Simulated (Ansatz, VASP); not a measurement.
Two plane-wave programs on SnSe2

File POSCAR:

```
SnSe2
1.0
    3.8110000000      0.0000000000      0.0000000000
   -1.9055000000      3.3004200000      0.0000000000
    0.0000000000      0.0000000000      6.1360000000
Sn Se
1 2
Direct
    0.0000000000      0.0000000000      0.0000000000
    0.3333333333      0.6666666667      0.2490000000
    0.6666666667      0.3333333333      0.7510000000
```

Contents of INCAR.step1:

```
SYSTEM = SnSe2
PREC = Accurate ; ENCUT = 400
EDIFF = 1E-5 ; ISMEAR = -1
SIGMA = 0.05 ; LREAL = .FALSE.
LASPH = .TRUE. ; NELM = 120
ALGO = Normal ; ISIF = 2
LWAVE = .TRUE. ; NBANDS = 20
GGA = PE ; GGA_COMPAT = .FALSE.
```

Contents of INCAR.step2:

```
SYSTEM = SnSe2
PREC = Accurate ; ENCUT = 400
EDIFF = 1E-6 ; ISMEAR = -1
SIGMA = 0.05 ; LREAL = .FALSE.
LASPH = .TRUE. ; NELM = 120
ALGO = Normal ; ISIF = 2
LWAVE = .FALSE. ; LCHARG = .TRUE.
GGA = PE ; LHFCALC = .TRUE.
AEXX = 0.25 ; PRECFOCK = Normal
LELF = .TRUE. ; LVHAR = .TRUE.
NBANDS = 20 ; ISTART = 1
GGA_COMPAT = .FALSE.
```

KPOINTS

```
Automatic mesh
0
G
  6 6 2
  0 0 0
```

Input for Ansatz:

```yaml
crystal:
  lattice:
    - [3.811, 0.0, 0.0]
    - [-1.9055, 3.30042, 0.0]
    - [0.0, 0.0, 6.136]
  atoms:
    - { symbol: Sn, position: [0.0, 0.0, 0.0] }
    - { symbol: Se, position: [0.3333333333333333, 0.6666666666666666, 0.249] }
    - { symbol: Se, position: [0.6666666666666666, 0.3333333333333333, 0.751] }
basis:
  ecutwfc: 450.0
kpoints:
  mp_grid:
    grid: [6, 6, 2]
hamiltonian:
  xc:
    exchange: pbe
    correlation: pbe
    exx:
      coeff: 0.25
scf:
  occupations:
    method: fermi_dirac
    width: 0.05
output:
  eigenvalues: true
```

Alike in both runs: task single point; functional PBE-based global hybrid; k mesh 6 × 6 × 2; occupations fermi-dirac, width 0.05 eV; no spin polarisation.

```csv
,VASP,Ansatz
version,VASP 6.6.1,Ansatz 0.2.0
potentials or method,"VASP PAW PBE potentials, release 64 (Sn_d, Se), cutoff 400 eV","plane waves, PAW"
valence electrons in the cell,26,46
```

```tsv
	VASP	Ansatz	Ansatz less VASP
gap on the k mesh at the Fermi level (eV)	2.30	2.27	-0.030
```

VASP's potentials were made for PBE, not for PBE-based global hybrid. With one functional, cell and mesh, what is left measures potentials, basis and numerics. VASP's potentials hold 26 valence electrons a cell and Ansatz's 46, so a difference there can come from the potentials and not from the codes.

The k mesh is coarse, so the values compare programs but aren't converged.
